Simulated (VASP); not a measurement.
BN: single point with PBE

Crystal: BN.

```
B N
1.0
     2.62607    0.00000    0.00000
    -1.31303    2.27424    0.00000
     0.00000    0.00000    4.34365
B N
2 2
Direct
  0.66667 0.33333 0.00020
  0.33333 0.66667 0.50020
  0.66667 0.33333 0.37480
  0.33333 0.66667 0.87480
```

This cell differs from its parent crystal: volume changed by +10%.

| Property | Result |
| --- | --- |
| Program | VASP 6.6.1 |
| Task | single point |
| Functional | PBE |
| Potentials or basis | VASP PAW PBE potentials, release 64 (B, N) |
| Cutoff | 520 eV |
| k mesh | 6 × 6 × 4 |
| Occupations | gaussian, width 0.01 eV |
| Spin | no spin polarisation |
| Dipole correction | no |
| Further INCAR settings | ALGO = Normal; EDIFF = 1e-06; NBANDS = 16 |

The pressure is -26.4 GPa. The largest force is 0.063 eV/Å. The band gap on the k mesh is 5.31 eV, indirect (least direct gap 7.81 eV).

Forces on the atoms (eV/Å):
```
B    0.000  0.000 -0.063
B    0.000  0.000 -0.063
N    0.000  0.000  0.063
N    0.000  0.000  0.063
```

Stress tensor (GPa, compression positive):
```
-26.24   0.00   0.00
  0.00 -26.24   0.00
  0.00   0.00 -26.81
```

Levels at points of the mesh, in eV from the valence-band top:
```
           k point  band 4  band 5  band 6  band 7  band 8  band 9  band 10  band 11  band 12  band 13
(0.00, 0.00, 0.00)   -1.93   -1.93   -0.24    0.00    0.00    7.99     7.99     8.01     8.42     9.46
(0.50, 0.00, 0.00)   -7.28   -6.39   -4.53   -3.97   -1.93    6.37     7.67    10.11    10.49    12.00
(0.00, 0.00, 0.50)   -5.33   -1.07   -1.07   -1.07   -1.07    8.63     8.63     9.43     9.43     9.43
(0.50, 0.00, 0.50)   -9.28   -3.42   -3.42   -3.27   -3.27    6.24     6.24     9.41     9.41    13.36
```

It took 7.4 s on 1 thread of Intel(R) Xeon(R) Platinum 8488C (Sapphire Rapids), on a shared host, peak memory 0.13 GiB.

Caveat: the k points lie up to 0.46 Å⁻¹ apart. A k mesh can miss the band edges.
